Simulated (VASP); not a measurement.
# ZnO (P6_3mc) in VASP: vibrations by perturbation theory with PBE

Aim: the vibrations by perturbation theory of ZnO with PBE.

All numbers are computed with VASP 6.6.1; they aren't measurements. Logs are shortened: lines on timing, memory, paths and dates and some standing lists are left out, and cuts for length are marked.

## 1. The cell of the first run

The structure is hexagonal, space group P6_3mc (No. 186). The conventional cell has a = 3.279 Å, b = 3.279 Å, c = 5.293 Å, α = 90.00°, β = 90.00°, γ = 120.00°. Within 2.6 Å of Zn (site symmetry 3m) lie 4 O at 2.00 to 2.01 Å. O (site symmetry 3m) has 4 Zn at 2.00 to 2.01 Å within 2.6 Å.

## 2. Vibrations by perturbation theory, PBE

INCAR

```
PREC = Accurate
ENCUT = 520
EDIFF = 1E-8
ISMEAR = 0
SIGMA = 0.01
LREAL = F
LASPH = T
NELM = 60
ALGO = Normal
ISIF = 2
LWAVE = F
LCHARG = F
GGA = PE
IBRION = 8
NSW = 1
LEPSILON = T
```

KPOINTS

```
regular mesh
0
Gamma
  6 6 4
```

POSCAR

```
ZnO
1.0
    3.2793874430      0.0000000000      0.0000000000
   -1.6396937215      2.8400328345      0.0000000000
    0.0000000000      0.0000000000      5.2931776513
Zn O
2 2
Direct
    0.6666666667      0.3333333333      0.5006021986
    0.3333333333      0.6666666667      0.0006021986
    0.6666666667      0.3333333333      0.8797078014
    0.3333333333      0.6666666667      0.3797078014
```

Potentials or basis: VASP PAW PBE potentials, release 64 (Zn, O).

Command:

```sh
> cat potpaw_PBE.64/Zn/POTCAR potpaw_PBE.64/O/POTCAR > POTCAR
> mpirun -np 1 vasp_std > vasp.out
```

OUTCAR:

```text
PREC = Accurate
   ENCUT = 520
   EDIFF = 1E-8
   ISMEAR = 0
   LREAL = F
   LASPH = T
   NELM = 60
   ISIF = 2
   GGA = PE
   IBRION = 8
   NSW = 1
   LEPSILON = T

 ion  position               nearest neighbor table
   1  0.667  0.333  0.501-   4 2.00   4 2.00   4 2.00   3 2.01
   2  0.333  0.667  0.001-   3 2.00   3 2.00   3 2.00   4 2.01
   3  0.667  0.333  0.880-   2 2.00   2 2.00   2 2.00   1 2.01
   4  0.333  0.667  0.380-   1 2.00   1 2.00   1 2.00   2 2.01

  LATTYP: Found a hexagonal cell.
 ALAT       =     3.2793874430
 C/A-ratio  =     1.6140751111

  Lattice vectors:

 A1 = (   3.2793874430,   0.0000000000,   0.0000000000)
 A2 = (  -1.6396937215,   2.8400328345,   0.0000000000)
 A3 = (   0.0000000000,   0.0000000000,   5.2931776513)

Analysis of symmetry for initial positions (statically):
=====================================================================
 Subroutine PRICEL returns:
 Original cell was already a primitive cell.

 Routine SETGRP: Setting up the symmetry group for a
 hexagonal supercell.

 Subroutine GETGRP returns: Found 12 space group operations
 (whereof  6 operations were pure point group operations)
 out of a pool of 24 trial point group operations.

The static configuration has the point symmetry C_3v.
 The point group associated with its full space group is C_6v.

Analysis of symmetry for dynamics (positions and initial velocities):
=====================================================================
 Subroutine PRICEL returns:
 Original cell was already a primitive cell.

 Routine SETGRP: Setting up the symmetry group for a
 hexagonal supercell.

 Subroutine GETGRP returns: Found 12 space group operations
 (whereof  6 operations were pure point group operations)
 out of a pool of 24 trial point group operations.

The dynamic configuration has the point symmetry C_3v.
 The point group associated with its full space group is C_6v.

 Subroutine INISYM returns: Found 12 space group operations
 (whereof  6 operations are pure point group operations),
 and found     1 'primitive' translations

----------------------------------------------------------------------------------------

                                     Primitive cell

  volume of cell :      49.2984

  direct lattice vectors                    reciprocal lattice vectors
     3.279387443  0.000000000  0.000000000     0.304934997  0.176054303  0.000000000
    -1.639693722  2.840032835  0.000000000     0.000000000  0.352108605  0.000000000
     0.000000000  0.000000000  5.293177651     0.000000000  0.000000000  0.188922433

  length of vectors
     3.279387443  3.279387443  5.293177651     0.352108605  0.352108605  0.188922433

  position of ions in fractional coordinates (direct lattice)
     0.666666667  0.333333333  0.500602199
     0.333333333  0.666666667  0.000602199
     0.666666667  0.333333333  0.879707801
     0.333333333  0.666666667  0.379707801

  ion indices of the primitive-cell ions
   primitive index   ion index
                 1           1
                 2           2
[... 708 lines left out ...]
     0.41224  0.00000  0.00000
     0.00000  0.41224 -0.00000
    -0.00000 -0.00000 -0.83059

[... ionic steps 4 to 9 ...]

--------------------------------------- Ionic step       10  -------------------------------------------

------------------------ aborting loop because EDIFF is reached ----------------------------------------

[... ionic steps 11 to 11 ...]

--------------------------------------- Ionic step       12  -------------------------------------------

 Free energy of the ion-electron system (eV)
  ---------------------------------------------------
  ---------------------------------------------------
  free energy    TOTEN  =        -0.37801555 eV

  energy without entropy =       -0.37801555

------------------------ aborting loop because EDIFF is reached ----------------------------------------

 INTERNAL STRAIN TENSOR  FOR ION    3  DIRECTION 3   (eV/Angst):
 -----------------------------------------------------------------------------
     3.94976 -0.00000  0.00000
     0.00000  3.94976 -0.00000
     0.00000  0.00000 -7.77487

 MACROSCOPIC STATIC DIELECTRIC TENSOR (including local field effects in DFT)
 ------------------------------------------------------
           9.039547     0.000000     0.000000
           0.000000     9.039547     0.000000
           0.000000     0.000000     8.119848
 ------------------------------------------------------

 PIEZOELECTRIC TENSOR (including local field effects)  for field in x, y, z        (e  Angst)
          XX          YY          ZZ          XY          YZ          ZX
  --------------------------------------------------------------------------------
  x     0.00000     0.00000     0.00000    -0.00000     0.00000     1.36836
  y     0.00000     0.00000     0.00000     0.00000     1.36836     0.00000
  z     1.26845     1.26845    -2.55570     0.00000     0.00000     0.00000

 PIEZOELECTRIC TENSOR (including local field effects)  for field in x, y, z        (C/m^2)
          XX          YY          ZZ          XY          YZ          ZX
  --------------------------------------------------------------------------------
  x     0.00000     0.00000     0.00000    -0.00000     0.00000     0.44471
  y     0.00000     0.00000     0.00000     0.00000     0.44471     0.00000
  z     0.41224     0.41224    -0.83059     0.00000     0.00000     0.00000

 BORN EFFECTIVE CHARGES (including local field effects) (in |e|, cummulative output)
 ---------------------------------------------------------------------------------
 ion    1
    1     2.25115    -0.00000     0.00000
    2    -0.00000     2.25115    -0.00000
    3    -0.00000     0.00000     2.26800
 ion    2
    1     2.25115     0.00000     0.00000
    2     0.00000     2.25115    -0.00000
    3     0.00000    -0.00000     2.26800
 ion    3
    1    -2.25115     0.00000     0.00000
    2     0.00000    -2.25115    -0.00000
    3     0.00000     0.00000    -2.26800
 ion    4
    1    -2.25115     0.00000     0.00000
    2     0.00000    -2.25115     0.00000
    3     0.00000     0.00000    -2.26800

 INTERNAL STRAIN TENSOR FOR ION    4 for displacements in x,y,z  (eV/Angst):
          X           Y           Z          XY          YZ          ZX
  --------------------------------------------------------------------------------
  x    -0.00000    -0.00000     0.00000    -7.24182    -0.00000     3.82502
  y    -7.24182     7.24182    -0.00000    -0.00000     4.13605    -0.00000
  z     3.94976     3.94976    -7.77487     0.00000    -0.00000     0.00000

 SECOND DERIVATIVES (NOT SYMMETRIZED)
 ------------------------------------
               1X          1Y          1Z          2X          2Y          2Z          3X          3Y          3Z          4X          4Y          4Z
  1X    -6.913067    0.000000    0.000000    0.292611    0.000000   -0.000000    0.103803    0.000000   -0.000000    6.516653    0.000000    0.000000
  1Y    -0.000000   -6.913067    0.000000    0.000000    0.292611    0.000000   -0.000000    0.103803    0.000000   -0.000000    6.516653    0.000000
  1Z     0.000000    0.000000  -10.627394    0.000000    0.000000    4.706378    0.000000   -0.000000    4.367166    0.000000    0.000000    1.553850
  2X     0.292611   -0.000000    0.000000   -6.913067    0.000000    0.000000    6.516653    0.000000    0.000000    0.103803   -0.000000    0.000000
  2Y    -0.000000    0.292611   -0.000000    0.000000   -6.913067   -0.000000    0.000000    6.516653    0.000000   -0.000000    0.103803   -0.000000
  2Z     0.000000   -0.000000    4.706378    0.000000    0.000000  -10.627394    0.000000    0.000000    1.553850    0.000000    0.000000    4.367166
  3X     0.097936    0.000000    0.000000    6.515888    0.000000    0.000000   -7.509785    0.000000   -0.000000    0.895961    0.000000   -0.000000
  3Y     0.000000    0.097936    0.000000    0.000000    6.515888    0.000000    0.000000   -7.509785    0.000000    0.000000    0.895961    0.000000
  3Z     0.000000   -0.000000    4.393631    0.000000   -0.000000    1.500298    0.000000    0.000000  -10.647299    0.000000   -0.000000    4.753370
  4X     6.515888    0.000000    0.000000    0.097936    0.000000   -0.000000    0.895961   -0.000000    0.000000   -7.509785   -0.000000    0.000000
  4Y    -0.000000    6.515888   -0.000000    0.000000    0.097936    0.000000    0.000000    0.895961    0.000000    0.000000   -7.509785   -0.000000
  4Z     0.000000    0.000000    1.500298    0.000000    0.000000    4.393631    0.000000    0.000000    4.753370    0.000000    0.000000  -10.647299

 Eigenvectors and eigenvalues of the dynamical matrix
 ----------------------------------------------------

   1 f  =   15.421425 THz    96.895669 2PiTHz  514.403359 cm-1    63.777859 meV
             X         Y         Z           dx          dy          dz
      1.639694  0.946678  2.649776    -0.000000    0.000000    0.083858
     -0.000000  1.893355  0.003188     0.000000   -0.000000   -0.083858
      1.639694  0.946678  4.656450    -0.000000    0.000000   -0.702117
     -0.000000  1.893355  2.009861     0.000000   -0.000000    0.702117
[... 71 lines left out ...]
  12 f/i=    0.009663 THz     0.060712 2PiTHz    0.322310 cm-1     0.039961 meV
             X         Y         Z           dx          dy          dz
      1.639694  0.946678  2.649776    -0.000000   -0.000000    0.633518
     -0.000000  1.893355  0.003188    -0.000000   -0.000000    0.633518
      1.639694  0.946678  4.656450    -0.000000   -0.000000    0.314094
     -0.000000  1.893355  2.009861    -0.000000   -0.000000    0.314094

--------------------------------------------------------------------------------------------------------

 MACROSCOPIC STATIC DIELECTRIC TENSOR IONIC CONTRIBUTION
 ------------------------------------------------------
           5.622135    -0.000000     0.000000
          -0.000000     5.622135    -0.000000
           0.000000    -0.000000     6.392169
 ------------------------------------------------------

 ELASTIC MODULI CONTR FROM IONIC RELAXATION (kBar)
 Direction    XX          YY          ZZ          XY          YZ          ZX
 --------------------------------------------------------------------------------
 XX        -586.1673    241.8718    338.0488     -0.0000      0.0000      0.0000
 YY         241.8718   -586.1673    338.0488      0.0000      0.0000     -0.0000
 ZZ         338.0488    338.0488   -663.8308     -0.0000     -0.0000      0.0000
 XY          -0.0000      0.0000     -0.0000   -414.0195      0.0000      0.0000
 YZ          -0.0000      0.0000     -0.0000      0.0000   -154.2071      0.0000
 ZX           0.0000     -0.0000      0.0000      0.0000      0.0000   -147.9203
 --------------------------------------------------------------------------------

 PIEZOELECTRIC TENSOR IONIC CONTR  for field in x, y, z        (C/m^2)
          XX          YY          ZZ          XY          YZ          ZX
  --------------------------------------------------------------------------------
  x     0.00000    -0.00000     0.00000     0.00000     0.00000    -0.85810
  y    -0.00000    -0.00000    -0.00000     0.00000    -0.87614     0.00000
  z    -0.98707    -0.98707     1.93832     0.00000     0.00000    -0.00000
```

Wall time 5.5 min (1 thread of Intel Xeon Platinum 8375C at 2.90GHz (Ice Lake), shared host); peak memory 0.35 GiB.

What came out:

```yaml
Electronic_dielectric_tensor_diagonal: 9.04, 9.04, 8.12
Born_charges_mean_of_the_diagonal: Zn +2.26; O -2.26 e
Highest_phonon_frequency_at_Γ_LO-TO_splitting_left_out: 514 cm⁻¹
```

Phonon frequencies in cm⁻¹ (negative: imaginary):
```tsv
q point	frequencies
(0.000, 0.000, 0.000)	0 0 0 91 91 247 353 374 374 406 406 514
```

Electronic dielectric tensor:
```
9.04 0.00 0.00
0.00 9.04 0.00
0.00 0.00 8.12
```

Born effective charge tensors (e):
atom 1, Zn
```
2.25 0.00 0.00
0.00 2.25 0.00
0.00 0.00 2.27
```
atom 2, Zn
```
2.25 0.00 0.00
0.00 2.25 0.00
0.00 0.00 2.27
```
atom 3, O
```
-2.25  0.00  0.00
 0.00 -2.25  0.00
 0.00  0.00 -2.27
```
atom 4, O
```
-2.25  0.00  0.00
 0.00 -2.25  0.00
 0.00  0.00 -2.27
```

Caveat: the k points lie up to 0.37 Å⁻¹ apart.
